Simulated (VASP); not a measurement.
Write the native input for VASP 6.6.1 that does the following.

- Task: single point
- Functional: PBE
- Potentials or basis: VASP PAW PBE potentials, release 64 (Mg)
- Cutoff: 520 eV
- k mesh: 18 × 18 × 18
- Occupations: gaussian, width 0.05 eV
- Spin: no spin polarisation
- Dipole correction: no
- Further INCAR settings: ALGO = Fast; EDIFF = 1e-06; NBANDS = 7

The structure of Mg lies in POSCAR:

```
Mg
1.0
   -1.7769790457      1.7769790457      1.7769790457
    1.7769790457     -1.7769790457      1.7769790457
    1.7769790457      1.7769790457     -1.7769790457
Mg
1
Direct
    0.0000000000      0.0000000000      0.0000000000
```

This isn't the form of Mg at room conditions, which is hcp.

These files were run (other wordings do the same):

INCAR

```
ALGO = Fast
EDIFF = 1E-6
ENCUT = 520
GGA = PE
ISIF = 2
ISMEAR = 0
LASPH = True
LCHARG = False
LREAL = False
LWAVE = False
NBANDS = 7
NELM = 60
PREC = Accurate
SIGMA = 0.05
```

KPOINTS

```
k-points
0
Gamma
  18 18 18
```

Potentials or basis: VASP PAW PBE potentials, release 64 (Mg).

Command:

```bash
$ cat potpaw_PBE.64/Mg/POTCAR > POTCAR
$ mpirun -np 1 vasp_std > vasp.out
```

It gave:

* Pressure: 0.7 GPa
* Band gap on the k mesh: zero (bands 1 and 2 overlap by 4.83 eV)

Wall time 10 s on 1 thread of AMD EPYC 9R45 96-Core Processor (Zen 5) (shared host), peak memory 0.13 GiB.
